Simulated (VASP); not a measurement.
# BiTe (R-3m) in VASP: single point with PBEsol

Aim: the single point of BiTe with PBEsol.

All numbers are computed with VASP 6.6.1; they aren't measurements. Logs are shortened: lines on timing, memory, paths and dates and some standing lists are left out, and cuts for length are marked.

## Step 1: The cell of the first run

Symmetry: R-3m, No. 166, trigonal system. The conventional cell has a = 4.798 Å, b = 4.798 Å, c = 9.585 Å, α = 90.00°, β = 90.00°, γ = 120.00°. Within 4.3 Å of Bi (site symmetry -3m) lie 6 Te at 3.20 Å and 6 Bi at 4.23 Å. Te (site symmetry -3m) has 6 Bi at 3.20 Å and 6 Te at 4.23 Å within 4.3 Å.

## Step 2: Single point, PBEsol

File POSCAR:

```
BiTe
1.0
    2.3992465521      1.3852056427      3.1951106400
   -2.3992465521      1.3852056427      3.1951106400
    0.0000000000     -2.7704112854      3.1951106400
Bi Te
1 1
Direct
    0.5000000000      0.5000000000      0.5000000000
    0.0000000000      0.0000000000      0.0000000000
```

File INCAR.step1:

```
  PREC = Accurate
  ENCUT = 520
  EDIFF = 1E-7
  ISMEAR = 0
  SIGMA = 0.1
  LREAL = False
  LASPH = True
  NELM = 100
  ALGO = Normal
  ISIF = 2
  LWAVE = False
  LCHARG = True
  GGA = PS
  NBANDS = 18
```

File KPOINTS.step1:

```
regular mesh
0
Gamma
  12 12 12
```

File INCAR.step2:

```
  PREC = Accurate
  ENCUT = 520
  EDIFF = 1E-7
  ISMEAR = -5
  SIGMA = 0.1
  LREAL = False
  LASPH = True
  NELM = 100
  ALGO = Normal
  ISIF = 2
  LWAVE = False
  LCHARG = False
  GGA = PS
  LORBIT = 10
  NBANDS = 18
  NEDOS = 1001
  ICHARG = 11
```

File KPOINTS.step2:

```
regular mesh
0
Gamma
  18 18 18
```

Potentials or basis: VASP PAW PBE potentials, release 64 (Bi_d, Te).

The run is started by

```bash
cat potpaw_PBE.64/Bi_d/POTCAR potpaw_PBE.64/Te/POTCAR > POTCAR
cp INCAR.step1 INCAR
cp KPOINTS.step1 KPOINTS
mpirun -np 1 vasp_std > vasp.out
cp INCAR.step2 INCAR
cp KPOINTS.step2 KPOINTS
mpirun -np 1 vasp_std > vasp.out
```

OUTCAR:

```text
PREC = Accurate
   ENCUT = 520
   EDIFF = 1E-7
   ISMEAR = -5
   LREAL = False
   LASPH = True
   NELM = 100
   ISIF = 2
   GGA = PS
   LORBIT = 10
   ICHARG = 11

 ion  position               nearest neighbor table
   1  0.500  0.500  0.500-   2 3.20   2 3.20   2 3.20   2 3.20   2 3.20   2 3.20
   2  0.000  0.000  0.000-   1 3.20   1 3.20   1 3.20   1 3.20   1 3.20   1 3.20

  LATTYP: Found a trigonal (rhomboedric) cell.
 ALAT       =     4.2289373006
 COS(alpha) =     0.3562499705

  Lattice vectors:

 A1 = (   2.3992465521,   1.3852056427,   3.1951106400)
 A2 = (  -2.3992465521,   1.3852056427,   3.1951106400)
 A3 = (   0.0000000000,  -2.7704112854,   3.1951106400)

Analysis of symmetry for initial positions (statically):
=====================================================================
 Subroutine PRICEL returns:
 Original cell was already a primitive cell.

 Routine SETGRP: Setting up the symmetry group for a
 trigonal (rhombohedral) supercell.

 Subroutine GETGRP returns: Found 12 space group operations
 (whereof 12 operations were pure point group operations)
 out of a pool of 12 trial point group operations.

The static configuration has the point symmetry D_3d.

Analysis of symmetry for dynamics (positions and initial velocities):
=====================================================================
 Subroutine PRICEL returns:
 Original cell was already a primitive cell.

 Routine SETGRP: Setting up the symmetry group for a
 trigonal (rhombohedral) supercell.

 Subroutine GETGRP returns: Found 12 space group operations
 (whereof 12 operations were pure point group operations)
 out of a pool of 12 trial point group operations.

The dynamic configuration has the point symmetry D_3d.

 Subroutine INISYM returns: Found 12 space group operations
 (whereof 12 operations are pure point group operations),
 and found     1 'primitive' translations

----------------------------------------------------------------------------------------

                                     Primitive cell

  volume of cell :      63.7127

  direct lattice vectors                    reciprocal lattice vectors
     2.399246552  1.385205643  3.195110640     0.208398757  0.120319079  0.104326069
    -2.399246552  1.385205643  3.195110640    -0.208398757  0.120319079  0.104326069
     0.000000000 -2.770411285  3.195110640     0.000000000 -0.240638157  0.104326069

  length of vectors
     4.228937301  4.228937301  4.228937301     0.262279720  0.262279720  0.262279720

  position of ions in fractional coordinates (direct lattice)
     0.500000000  0.500000000  0.500000000
     0.000000000  0.000000000  0.000000000

  ion indices of the primitive-cell ions
   primitive index   ion index
                 1           1
                 2           2

----------------------------------------------------------------------------------------

 KPOINTS: regular mesh

Automatic generation of k-mesh.
 Grid dimensions read from file:
 generate k-points for:   18   18   18

 Generating k-lattice:

  Cartesian coordinates                     Fractional coordinates (reciprocal lattice)
     0.011577709  0.006684393  0.005795893     0.055555556 -0.000000000  0.000000000
    -0.011577709  0.006684393  0.005795893    -0.000000000  0.055555556  0.000000000
     0.000000000 -0.013368787  0.005795893     0.000000000  0.000000000  0.055555556

  Length of vectors
     0.014571096  0.014571096  0.014571096

  Shift w.r.t. Gamma in fractional coordinates (k-lattice)
     0.000000000  0.000000000  0.000000000

 TETIRR: Found   2916 inequivalent tetrahedra from    34992

 Subroutine IBZKPT returns following result:
 ===========================================

 Found    580 irreducible k-points:

 Following reciprocal coordinates:
            Coordinates               Weight
  0.000000  0.000000  0.000000      1.000000
  0.055556  0.000000  0.000000      6.000000
  0.111111  0.000000  0.000000      6.000000
  0.166667 -0.000000  0.000000      6.000000
  0.222222  0.000000  0.000000      6.000000
  0.277778 -0.000000  0.000000      6.000000
[... 16 lines left out ...]
 -0.277778  0.055556  0.000000     12.000000
 -0.222222  0.055556  0.000000     12.000000
 [... further k-points ...]
   k-points           NKPTS =    580   k-points in BZ     NKDIM =    580   number of bands    NBANDS=     18
   number of dos      NEDOS =   1001   number of ions     NIONS =      2
   total plane-waves  NPLWV =  32768
   dimension x,y,z NGX =    32 NGY =   32 NGZ =   32
   dimension x,y,z NGXF=    64 NGYF=   64 NGZF=   64
   ions per type =               1   1
   NGX,Y,Z   is equivalent  to a cutoff of  12.58, 12.58, 12.58 a.u.
   NGXF,Y,Z  is equivalent  to a cutoff of  25.16, 25.16, 25.16 a.u.
 SYSTEM =  unknown system
   PREC   = accura    normal or accurate (medium, high low for compatibility)
   ISTART =      0    job   : 0-new  1-cont  2-samecut
   ICHARG =     11    charge: 1-file 2-atom 10-const
   ISPIN  =      1    spin polarized calculation?
   LNONCOLLINEAR =      F non collinear calculations
   LSORBIT =      F    spin-orbit coupling
   LASPH  =      T    aspherical Exc in radial PAW
   ENCUT  =  520.0 eV  38.22 Ry    6.18 a.u.   7.86  7.86  7.86*2*pi/ulx,y,z
   NELM   =    100;   NELMIN=  2; NELMDL=  0     # of ELM steps
   EDIFF  = 0.1E-06   stopping-criterion for ELM
   LREAL  =      F    real-space projection
   EDIFFG = 0.1E-05   stopping-criterion for IOM
   NSW    =      0    number of steps for IOM
   IBRION =     -1    ionic relax: 0-MD 1-quasi-New 2-CG
   NFREE  =      0    steps in history (QN), initial steepest desc. (CG)
   ISIF   =      2    stress and relaxation
   ISYM   =      2    0-nonsym 1-usesym 2-fastsym
   POTIM  = 0.5000    time-step for ionic-motion
   TEBEG  =    0.0;   TEEND  =   0.0 temperature during run
   PSTRESS=    0.0 pullay stress
   NELECT =      21.0000    total number of electrons
   NUPDOWN=      -1.0000    fix difference up-down
   EMIN   =  10.00;   EMAX   =-10.00  energy-range for DOS
   EFERMI =   0.00;   METHOD = LEGACY
   ISMEAR =    -5;   SIGMA  =   0.10  broadening in eV -4-tet -1-fermi 0-gaus
   EFERMI_NEDOS =   21; number of points for ismear=-14 and -15
   IALGO  =     38    algorithm
   IMIX   =      4    mixing-type and parameters
     AMIX     =   0.40;   BMIX     =  1.00
     AMIX_MAG =   1.60;   BMIX_MAG =  1.00
  volume/ion in A,a.u.               =      31.86       214.98
  Fermi-wavevector in a.u.,A,eV,Ry     =   1.130852  2.137001 17.399493  1.278827
  Thomas-Fermi vector in A             =   2.267550
   LORBIT       =     10    0 simple, 1 ext, 2 COOP (PROOUT), +10 PAW based schemes
   GGA     = PS    functional components
   LHFCALC =     F    Hartree Fock is set to
   AEXX    =    0.0000 exact exchange contribution
   IVDW    =     0    specifies the selected vdW correction
   LEPSILON=     F    determine dielectric tensor
   LRPA    =     F    only Hartree local field effects (RPA)
 non-spin polarized calculation
 Fermi weights with tetrahedron method with Bloechl corrections
  energy-cutoff  :      520.00
  volume of cell :       63.71
 maximum number of plane-waves:      1737

 number of electron      21.0000009 magnetization

 Free energy of the ion-electron system (eV)
  ---------------------------------------------------
  ext. energy  EPLUGINS =         0.00000000
  ---------------------------------------------------
  free energy    TOTEN  =        -8.01082803 eV

  energy without entropy =       -8.01082803  energy(sigma->0) =       -8.01082803

 E-fermi :   7.2025     XC(G=0):  -9.8932

 val. band max:        7.2773227609   @ k =  -0.3889   0.3333   0.3333
 cond. band min:       7.1028547977   @ k =  -0.4444   0.1111   0.1111
 fundamental gap:     -0.1744679632
 Fermi energy:         7.2025431867

 k-point     1 :       0.0000    0.0000    0.0000
  band No.  band energies     occupation
      1     -15.9582      2.00000
      2     -15.9582      2.00000
      3     -15.9493      2.00000
      4     -15.9493      2.00000
      5     -15.9269      2.00000
      6      -6.6666      2.00000
[... 10 lines left out ...]
     17      14.2292      0.00000
     18      14.2457      0.00000

 k-point     2 :       0.0556    0.0000    0.0000
  band No.  band energies     occupation
      1     -15.9582      2.00000
      2     -15.9582      2.00000
      3     -15.9495      2.00000
      4     -15.9490      2.00000
      5     -15.9269      2.00000
      6      -6.6385      2.00000
[... 10 lines left out ...]
     17      13.9859      0.00000
     18      14.3687      0.00000

 k-point     3 :       0.1111    0.0000    0.0000
  band No.  band energies     occupation
      1     -15.9583      2.00000
      2     -15.9581      2.00000
      3     -15.9500      2.00000
      4     -15.9479      2.00000
      5     -15.9267      2.00000
      6      -6.5543      2.00000
[... 10 lines left out ...]
     17      14.3725      0.00000
     18      14.7589      0.00000

 k-point     4 :       0.1667   -0.0000    0.0000
  band No.  band energies     occupation
      1     -15.9585      2.00000
      2     -15.9582      2.00000
      3     -15.9507      2.00000
      4     -15.9462      2.00000
      5     -15.9264      2.00000
      6      -6.4145      2.00000
[... 10 lines left out ...]
     17      14.9590      0.00000
     18      15.3565      0.00000

 k-point     5 :       0.2222    0.0000    0.0000
  band No.  band energies     occupation
      1     -15.9588      2.00000
      2     -15.9585      2.00000
      3     -15.9512      2.00000
      4     -15.9442      2.00000
      5     -15.9258      2.00000
      6      -6.2201      2.00000
[... 10 lines left out ...]
     17      15.5504      0.00000
     18      16.1231      0.00000

 k-point     6 :       0.2778   -0.0000    0.0000
  band No.  band energies     occupation
      1     -15.9592      2.00000
      2     -15.9592      2.00000
      3     -15.9515      2.00000
      4     -15.9423      2.00000
      5     -15.9249      2.00000
      6      -5.9726      2.00000
[... 10 lines left out ...]
     17      16.0042      0.00000
     18      16.8094      0.00000

 k-point     7 :       0.3333    0.0000    0.0000
  band No.  band energies     occupation
      1     -15.9601      2.00000
      2     -15.9596      2.00000
      3     -15.9514      2.00000
      4     -15.9408      2.00000
      5     -15.9238      2.00000
      6      -5.6742      2.00000
[... 10 lines left out ...]
     17      16.0986      0.00000
     18      16.7901      0.00000

 k-point     8 :       0.3889   -0.0000   -0.0000
  band No.  band energies     occupation
      1     -15.9609      2.00000
      2     -15.9600      2.00000
      3     -15.9512      2.00000
      4     -15.9398      2.00000
      5     -15.9227      2.00000
      6      -5.3283      2.00000
[... 10 lines left out ...]
     17      15.9977      0.00000
     18      16.7573      0.00000
[... 229 lines left out ...]
     17      15.3420      0.00000
     18      18.4462      0.00000

 k-point    20 :      -0.4444    0.0556   -0.0000
  band No.  band energies     occupation
      1     -15.9617      2.00000
      2     -15.9603      2.00000
      3     -15.9508      2.00000
      4     -15.9391      2.00000
      5     -15.9218      2.00000
      6      -4.8054      2.00000
[... 10 lines left out ...]
     17      15.2332      0.00000
     18      17.6366      0.00000

 k-point    21 :      -0.3889    0.0556    0.0000
  band No.  band energies     occupation
      1     -15.9610      2.00000
      2     -15.9601      2.00000
      3     -15.9509      2.00000
      4     -15.9397      2.00000
      5     -15.9226      2.00000
      6      -5.1983      2.00000
[... 10 lines left out ...]
     17      15.8238      0.00000
     18      16.7579      0.00000

 k-point    22 :      -0.3333    0.0556    0.0000
  band No.  band energies     occupation
      1     -15.9603      2.00000
      2     -15.9596      2.00000
      3     -15.9510      2.00000
      4     -15.9408      2.00000
      5     -15.9237      2.00000
      6      -5.5565      2.00000
[... 10 lines left out ...]
     17      15.9528      0.00000
     18      16.5595      0.00000

 k-point    23 :      -0.2778    0.0556    0.0000
  band No.  band energies     occupation
      1     -15.9597      2.00000
      2     -15.9587      2.00000
      3     -15.9511      2.00000
      4     -15.9424      2.00000
      5     -15.9247      2.00000
      6      -5.8686      2.00000
[... 10 lines left out ...]
     17      15.8903      0.00000
     18      16.6414      0.00000

 k-point    24 :      -0.2222    0.0556    0.0000
  band No.  band energies     occupation
      1     -15.9592      2.00000
      2     -15.9580      2.00000
      3     -15.9509      2.00000
      4     -15.9444      2.00000
      5     -15.9256      2.00000
      6      -6.1306      2.00000
[... 10 lines left out ...]
     17      15.6146      0.00000
     18      16.1877      0.00000

 [... further k-points ...]

------------------------ aborting loop because EDIFF is reached ----------------------------------------

  FORCE on cell =-STRESS in cart. coord.  units (eV):
  Direction    XX          YY          ZZ          XY          YZ          ZX
  --------------------------------------------------------------------------------------
  -------------------------------------------------------------------------------------
  Total       -0.0283869     -0.0283869     -0.1054535      0.0000000     -0.0000000      0.0000000
  in kB       -0.7138430     -0.7138430     -2.6518274      0.0000000     -0.0000000      0.0000000
  external PRESSURE =      -1.3598378 kB  Pullay stress =       0.0000000 kB

 VOLUME and BASIS-vectors are now :
 -----------------------------------------------------------------------------
  energy-cutoff  :      520.00
  volume of cell :       63.71
      direct lattice vectors                 reciprocal lattice vectors
     2.399246552  1.385205643  3.195110640     0.208398757  0.120319079  0.104326069
    -2.399246552  1.385205643  3.195110640    -0.208398757  0.120319079  0.104326069
     0.000000000 -2.770411285  3.195110640     0.000000000 -0.240638157  0.104326069

 POSITION                                       TOTAL-FORCE (eV/Angst)
 -----------------------------------------------------------------------------------
      0.00000      0.00000      4.79267        -0.000000     -0.000000      0.000000
      0.00000      0.00000      0.00000         0.000000      0.000000     -0.000000
 -----------------------------------------------------------------------------------
    total drift:                               -0.000000      0.000000     -0.000000

  FREE ENERGIE OF THE ION-ELECTRON SYSTEM (eV)
  ---------------------------------------------------
  free  energy   TOTEN  =        -8.0108280292 eV

  energy  without entropy=       -8.0108280292  energy(sigma->0) =       -8.01082803

 total charge

# of ion       s       p       d       tot
------------------------------------------
    1        1.567   1.205   9.930  12.702
    2        1.414   1.880   0.040   3.335
--------------------------------------------------
tot          2.981   3.086   9.970  16.037
```

Run time: 13 min. Hardware: 1 thread of AMD EPYC 7R13, shared host; peak memory 0.68 GiB.

Results:

```yaml
Valence_electrons_inside_the_program's_atomic_spheres: Bi 12.70; Te 3.33
```

Levels at points of the mesh, in eV from the Fermi level:
```
           k point  band 8  band 9  band 10  band 11  band 12  band 13
(0.00, 0.00, 0.00)   -3.11   -3.11    -1.56     2.00     2.74     2.74
(0.50, 0.00, 0.00)   -1.91   -1.88    -1.05    -0.87    -0.66     0.51
(0.50, 0.50, 0.00)   -5.97   -4.84    -3.35     2.24     3.17     3.79
(0.50, 0.50, 0.50)   -2.55   -2.55    -2.41    -1.79    -1.49    -1.49
```

Caveat: the PAW data sets were made with another functional, which shifts forces and pressure a little; spin-orbit coupling is left out, which moves the levels of the heavy elements.
